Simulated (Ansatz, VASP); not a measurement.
## ZrB2: VASP beside Ansatz

File INCAR:

```
SYSTEM = ZrB2
ALGO = Normal
EDIFF = 1E-7
ENCUT = 520
GGA = PS
ISIF = 2
ISMEAR = 0
LASPH = .TRUE.
LCHARG = .FALSE.
LREAL = .FALSE.
LWAVE = .FALSE.
NBANDS = 16
NELM = 80
PREC = Accurate
SIGMA = 0.15
```

KPOINTS

```
k-points
0
G
  15 15 12
  0 0 0
```

File POSCAR:

```
ZrB2
1.0
    3.0602000000      0.0000000000      0.0000000000
   -1.5301000000      2.6502109406      0.0000000000
    0.0000000000      0.0000000000      3.4483000000
Zr B
1 2
Direct
    0.0000000000      0.0000000000      0.0000000000
    0.3333333333      0.6666666667      0.5000000000
    0.6666666667      0.3333333333      0.5000000000
```

Input for Ansatz:

```yaml
crystal:
  lattice:
    - [3.0602, 0.0, 0.0]
    - [-1.5301, 2.6502109406, 0.0]
    - [0.0, 0.0, 3.4483]
  atoms:
    - { symbol: Zr, position: [0.0, 0.0, 0.0] }
    - { symbol: B, position: [0.3333333333, 0.6666666667, 0.5] }
    - { symbol: B, position: [0.6666666667, 0.3333333333, 0.5] }
basis:
  ecutwfc: 520.0
kpoints:
  mp_grid: { grid: [15, 15, 12] }
hamiltonian:
  xc: pbesol
scf:
  occupations: { method: gaussian, width: 0.15 }
output:
  forces: true
  stress: true
  eigenvalues: true
  write_density: true
  write_potential: true
  elf: true
  volumetric_format: npy
```

Alike in both runs: task single point; functional PBEsol; k mesh 15 × 15 × 12; occupations gaussian, width 0.15 eV; no spin polarisation.

|  | VASP | Ansatz |
| --- | --- | --- |
| version | VASP 6.6.1 | Ansatz 0.2.0 |
| potentials or method | VASP PAW PBE potentials, release 64 (Zr_sv, B), cutoff 520 eV | scalar-relativistic, plane waves, PAW |
| valence electrons in the cell | 18 | 18 |

|  | VASP | Ansatz | Ansatz less VASP |
| --- | --- | --- | --- |
| gap on the k mesh at the Fermi level (eV) | none | none | - |
| pressure (GPa) | 23.3 | 22.8 | -0.47 |
| traceless stress, the component that is largest in VASP (GPa) | -4.60 | -4.59 | +0.003 |

VASP's potentials were made for PBE, not for PBEsol. A gap of «none» marks a metal or a gap that the smearing closes.
